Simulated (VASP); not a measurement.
# BN (F-43m) in VASP: a series of runs

Runs on BN. Level: r2SCAN. Tasks: dielectric tensor.

Program: VASP 6.6.1. These are calculated values, not measurements. Logs are shortened: lines on timing, memory, paths and dates and some standing lists are left out, and cuts for length are marked.

## (1) The cell of the first run

It takes space group F-43m (No. 216, cubic). The conventional cell has a = 3.501 Å, b = 3.501 Å, c = 3.501 Å, α = 90.00°, β = 90.00°, γ = 90.00°. B (site symmetry -43m) has 4 N at 1.52 Å within 2.0 Å. Within 2.0 Å of N (site symmetry -43m) lie 4 B at 1.52 Å.

## (2) Dielectric tensor, r2SCAN (strain -3.0%)

Input file INCAR:

```
  PREC = Accurate
  ENCUT = 520
  EDIFF = 1E-8
  ISMEAR = 0
  SIGMA = 0.01
  LREAL = False
  LASPH = True
  NELM = 60
  ALGO = Normal
  ISIF = 2
  LWAVE = False
  LCHARG = False
  METAGGA = R2SCAN
  LMIXTAU = True
  LCALCEPS = True
```

Input file KPOINTS:

```
Automatic mesh
0
Gamma
  10 10 10
```

Input file POSCAR:

```
BN
1.0
    0.0000000000      1.7506807011      1.7506807011
    1.7506807011      0.0000000000      1.7506807011
    1.7506807011      1.7506807011      0.0000000000
B N
1 1
Direct
    0.0000000000      0.0000000000      0.0000000000
    0.2500000000      0.2500000000      0.2500000000
```

Potentials or basis: VASP PAW PBE potentials, release 64 (B, N).

Command:

```
$ cat potpaw_PBE.64/B/POTCAR potpaw_PBE.64/N/POTCAR > POTCAR
$ mpirun -np 1 vasp_std > vasp.out
```

OUTCAR:

```text
PREC = Accurate
   ENCUT = 520
   EDIFF = 1E-8
   ISMEAR = 0
   LREAL = False
   LASPH = True
   NELM = 60
   ISIF = 2
   METAGGA = R2SCAN

 ion  position               nearest neighbor table
   1  0.000  0.000  0.000-   2 1.52   2 1.52   2 1.52   2 1.52
   2  0.250  0.250  0.250-   1 1.52   1 1.52   1 1.52   1 1.52

  LATTYP: Found a face centered cubic cell.
 ALAT       =     3.5013614022

  Lattice vectors:

 A1 = (   0.0000000000,   1.7506807011,   1.7506807011)
 A2 = (   1.7506807011,   0.0000000000,   1.7506807011)
 A3 = (   1.7506807011,   1.7506807011,   0.0000000000)

Analysis of symmetry for initial positions (statically):
=====================================================================
 Subroutine PRICEL returns:
 Original cell was already a primitive cell.

 Routine SETGRP: Setting up the symmetry group for a
 face centered cubic supercell.

 Subroutine GETGRP returns: Found 24 space group operations
 (whereof 24 operations were pure point group operations)
 out of a pool of 48 trial point group operations.

The static configuration has the point symmetry T_d .

Analysis of symmetry for dynamics (positions and initial velocities):
=====================================================================
 Subroutine PRICEL returns:
 Original cell was already a primitive cell.

 Routine SETGRP: Setting up the symmetry group for a
 face centered cubic supercell.

 Subroutine GETGRP returns: Found 24 space group operations
 (whereof 24 operations were pure point group operations)
 out of a pool of 48 trial point group operations.

The dynamic configuration has the point symmetry T_d .

 Subroutine INISYM returns: Found 24 space group operations
 (whereof 24 operations are pure point group operations),
 and found     1 'primitive' translations

----------------------------------------------------------------------------------------

                                     Primitive cell

  volume of cell :      10.7313

  direct lattice vectors                    reciprocal lattice vectors
     0.000000000  1.750680701  1.750680701    -0.285603194  0.285603194  0.285603194
     1.750680701  0.000000000  1.750680701     0.285603194 -0.285603194  0.285603194
     1.750680701  1.750680701  0.000000000     0.285603194  0.285603194 -0.285603194

  length of vectors
     2.475836391  2.475836391  2.475836391     0.494679243  0.494679243  0.494679243

  position of ions in fractional coordinates (direct lattice)
     0.000000000  0.000000000  0.000000000
     0.250000000  0.250000000  0.250000000

  ion indices of the primitive-cell ions
   primitive index   ion index
                 1           1
                 2           2

----------------------------------------------------------------------------------------

 KPOINTS: Automatic mesh

Automatic generation of k-mesh.
 Grid dimensions read from file:
 generate k-points for:   10   10   10

 Generating k-lattice:

  Cartesian coordinates                     Fractional coordinates (reciprocal lattice)
    -0.028560319  0.028560319  0.028560319     0.100000000  0.000000000  0.000000000
     0.028560319 -0.028560319  0.028560319     0.000000000  0.100000000  0.000000000
     0.028560319  0.028560319 -0.028560319     0.000000000  0.000000000  0.100000000

  Length of vectors
     0.049467924  0.049467924  0.049467924

  Shift w.r.t. Gamma in fractional coordinates (k-lattice)
     0.000000000  0.000000000  0.000000000

 Subroutine IBZKPT returns following result:
 ===========================================

 Found     47 irreducible k-points:

 Following reciprocal coordinates:
            Coordinates               Weight
  0.000000  0.000000  0.000000      1.000000
  0.100000  0.000000  0.000000      8.000000
  0.200000  0.000000  0.000000      8.000000
  0.300000  0.000000  0.000000      8.000000
  0.400000  0.000000  0.000000      8.000000
  0.500000  0.000000  0.000000      4.000000
[... 16 lines left out ...]
  0.300000  0.300000  0.000000      6.000000
  0.400000  0.300000  0.000000     24.000000
 [... further k-points ...]
   k-points           NKPTS =     47   k-points in BZ     NKDIM =     47   number of bands    NBANDS=      8
   number of dos      NEDOS =    301   number of ions     NIONS =      2
   total plane-waves  NPLWV =   5832
   dimension x,y,z NGX =    18 NGY =   18 NGZ =   18
   dimension x,y,z NGXF=    36 NGYF=   36 NGZF=   36
   ions per type =               1   1
   NGX,Y,Z   is equivalent  to a cutoff of  12.09, 12.09, 12.09 a.u.
   NGXF,Y,Z  is equivalent  to a cutoff of  24.17, 24.17, 24.17 a.u.
 SYSTEM =  unknown system
   PREC   = accura    normal or accurate (medium, high low for compatibility)
   ISTART =      0    job   : 0-new  1-cont  2-samecut
   ICHARG =      2    charge: 1-file 2-atom 10-const
   ISPIN  =      1    spin polarized calculation?
   LNONCOLLINEAR =      F non collinear calculations
   LSORBIT =      F    spin-orbit coupling
   LASPH  =      T    aspherical Exc in radial PAW
   ENCUT  =  520.0 eV  38.22 Ry    6.18 a.u.   4.60  4.60  4.60*2*pi/ulx,y,z
   NELM   =     60;   NELMIN=  2; NELMDL= -5     # of ELM steps
   EDIFF  = 0.1E-07   stopping-criterion for ELM
   LREAL  =      F    real-space projection
   EDIFFG = 0.1E-06   stopping-criterion for IOM
   NSW    =      0    number of steps for IOM
   IBRION =     -1    ionic relax: 0-MD 1-quasi-New 2-CG
   NFREE  =      0    steps in history (QN), initial steepest desc. (CG)
   ISIF   =      2    stress and relaxation
   ISYM   =      2    0-nonsym 1-usesym 2-fastsym
   POTIM  = 0.5000    time-step for ionic-motion
   TEBEG  =    0.0;   TEEND  =   0.0 temperature during run
   PSTRESS=    0.0 pullay stress
   NELECT =       8.0000    total number of electrons
   NUPDOWN=      -1.0000    fix difference up-down
   EMIN   =  10.00;   EMAX   =-10.00  energy-range for DOS
   EFERMI =   0.00;   METHOD = LEGACY
   ISMEAR =     0;   SIGMA  =   0.01  broadening in eV -4-tet -1-fermi 0-gaus
   EFERMI_NEDOS =   21; number of points for ismear=-14 and -15
   IALGO  =     38    algorithm
   IMIX   =      4    mixing-type and parameters
     AMIX     =   0.40;   BMIX     =  1.00
     AMIX_MAG =   1.60;   BMIX_MAG =  1.00
  volume/ion in A,a.u.               =       5.37        36.21
  Fermi-wavevector in a.u.,A,eV,Ry     =   1.484412  2.805133 29.980165  2.203480
  Thomas-Fermi vector in A             =   2.597952
   LORBIT       =      0    0 simple, 1 ext, 2 COOP (PROOUT), +10 PAW based schemes
   METAGGA = R2SCAN    functional components
   LHFCALC =     F    Hartree Fock is set to
   AEXX    =    0.0000 exact exchange contribution
   IVDW    =     0    specifies the selected vdW correction
   LEPSILON=     F    determine dielectric tensor
   LRPA    =     F    only Hartree local field effects (RPA)
   LRPA       =     F
 non-spin polarized calculation
 Gauss-broadening in eV      SIGMA  =   0.01
  energy-cutoff  :      520.00
  volume of cell :       10.73
 maximum number of plane-waves:       302
   NGX =  9   NGY =  9   NGZ =  9

 number of electron       7.9999998 magnetization

 Free energy of the ion-electron system (eV)
  ---------------------------------------------------
  ext. energy  EPLUGINS =         0.00000000
  ---------------------------------------------------
  free energy    TOTEN  =       -19.03439884 eV

  energy without entropy =      -19.03439884  energy(sigma->0) =      -19.03439884

 E-fermi :   8.5226     XC(G=0): -14.1629

 val. band max:        8.4689354619   @ k =   0.0000   0.0000   0.0000
 cond. band min:   10000.0000000000   @ k =   0.0000   0.0000   0.0000
 fundamental gap:   9991.5310645381
 Fermi energy:         8.5225993118

 k-point     1 :       0.0000    0.0000    0.0000
  band No.  band energies     occupation
      1     -13.9787      2.00000
      2       8.4687      2.00000
      3       8.4688      2.00000
      4       8.4689      2.00000
      5   10000.0000      0.00000
      6   10000.0000      0.00000
      7   10000.0000      0.00000
      8   10000.0000      0.00000
[... 243 lines left out ...]
 k-point    24 :       0.4000    0.3000    0.0000
  band No.  band energies     occupation
      1      -9.7334      2.00000
      2       0.9412      2.00000
      3       3.3358      2.00000
      4       3.8077      2.00000
      5   10000.0000      0.00000
      6   10000.0000      0.00000
      7   10000.0000      0.00000
      8   10000.0000      0.00000

 [... further k-points ...]

------------------------ aborting loop because EDIFF is reached ----------------------------------------

            Ionic dipole moment: p[ion]=(     4.37670     4.37670     4.37670 ) |e| Angst

 Total electronic dipole moment: p[elc]=(     0.00233     0.00233     0.00437 ) |e| Angst

 MACROSCOPIC STATIC DIELECTRIC TENSOR (including local field effects)
 ------------------------------------------------------
           4.435823     0.000000     0.000000
           0.000000     4.435823    -0.000000
          -0.000000     0.000000     4.435823
 ------------------------------------------------------

 PIEZOELECTRIC TENSOR (including local field effects) (e Angst)
          XX          YY          ZZ          XY          YZ          ZX
  --------------------------------------------------------------------------------
  x     0.00000     0.00000     0.00000    -0.00000    -0.74012     0.00000
  y     0.00000    -0.00000     0.00000     0.00000     0.00000    -0.74012
  z     0.00000     0.00000     0.00000    -0.74012    -0.00000     0.00000

 PIEZOELECTRIC TENSOR (including local field effects) (C/m^2)
          XX          YY          ZZ          XY          YZ          ZX
  --------------------------------------------------------------------------------
  x     0.00000     0.00000     0.00000    -0.00000    -1.10501     0.00000
  y     0.00000    -0.00000     0.00000     0.00000     0.00000    -1.10501
  z     0.00000     0.00000     0.00000    -1.10501    -0.00000     0.00000

 BORN EFFECTIVE CHARGES (including local field effects) (in |e|, cummulative output)
 ---------------------------------------------------------------------------------
 ion    1
    1     1.97579     0.00000    -0.00000
    2     0.00000     1.97579     0.00000
    3     0.00000     0.00000     1.97579
 ion    2
    1    -1.97579     0.00000     0.00000
    2     0.00000    -1.97579    -0.00000
    3    -0.00000    -0.00000    -1.97579

  FORCE on cell =-STRESS in cart. coord.  units (eV):
  Direction    XX          YY          ZZ          XY          YZ          ZX
  --------------------------------------------------------------------------------------
  -------------------------------------------------------------------------------------
  Total        2.9312472      2.9312472      2.9312472     -0.0000000     -0.0000000     -0.0000000
  in kB      437.6351517    437.6351517    437.6351517     -0.0000000     -0.0000000     -0.0000000
  external PRESSURE =     437.6351517 kB  Pullay stress =       0.0000000 kB

 VOLUME and BASIS-vectors are now :
 -----------------------------------------------------------------------------
  energy-cutoff  :      520.00
  volume of cell :       10.73
      direct lattice vectors                 reciprocal lattice vectors
     0.000000000  1.750680701  1.750680701    -0.285603194  0.285603194  0.285603194
     1.750680701  0.000000000  1.750680701     0.285603194 -0.285603194  0.285603194
     1.750680701  1.750680701  0.000000000     0.285603194  0.285603194 -0.285603194

 POSITION                                       TOTAL-FORCE (eV/Angst)
 -----------------------------------------------------------------------------------
      0.00000      0.00000      0.00000        -0.000000     -0.000000      0.000000
      0.87534      0.87534      0.87534         0.000000      0.000000     -0.000000
 -----------------------------------------------------------------------------------
    total drift:                                0.000000      0.000000     -0.000000

  FREE ENERGIE OF THE ION-ELECTRON SYSTEM (eV)
  ---------------------------------------------------
  free  energy   TOTEN  =       -19.0343988434 eV

  energy  without entropy=      -19.0343988434  energy(sigma->0) =      -19.03439884
```

Run time: 7.1 min. Hardware: 1 thread of Intel Xeon 6975P-C (Granite Rapids), shared host; peak memory 0.23 GiB.

What came out:

* Band gap on the k mesh: 5.09 eV (least direct gap 10.00 eV)
* Electronic dielectric tensor (diagonal): 4.44
* Born charges (mean of the diagonal): B +1.98; N -1.98 e

Levels at points of the mesh, in eV from the valence-band top:
| k point | band 1 | band 2 | band 3 | band 4 | band 5 | band 6 | band 7 | band 8 |
| --- | --- | --- | --- | --- | --- | --- | --- | --- |
| (0.00, 0.00, 0.00) | -22.45 | 0.00 | 0.00 | 0.00 | 10.00 | 10.00 | 10.00 | 12.76 |
| (0.50, 0.00, 0.00) | -17.67 | -12.02 | -2.21 | -2.21 | 12.01 | 12.01 | 12.12 | 17.45 |
| (0.50, 0.50, 0.00) | -16.11 | -9.99 | -5.61 | -5.61 | 5.09 | 10.38 | 20.85 | 20.85 |

Electronic dielectric tensor:
```
4.44 0.00 0.00
0.00 4.44 0.00
0.00 0.00 4.44
```

Born effective charge tensors (e):
atom 1, B
```
1.98 0.00 0.00
0.00 1.98 0.00
0.00 0.00 1.98
```
atom 2, N
```
-1.98  0.00  0.00
 0.00 -1.98  0.00
 0.00  0.00 -1.98
```

Dipole moments of the cell (e·Å, modulo the quantum): ionic 4.377, 4.377, 4.377; electronic 0.002, 0.002, 0.004

Caveat: the cell differs from its parent crystal (strain -3.0%); the PAW data sets were made with another functional, which shifts forces and pressure a little. A k mesh can miss the band edges.

(Continued in part 2 of 2.)
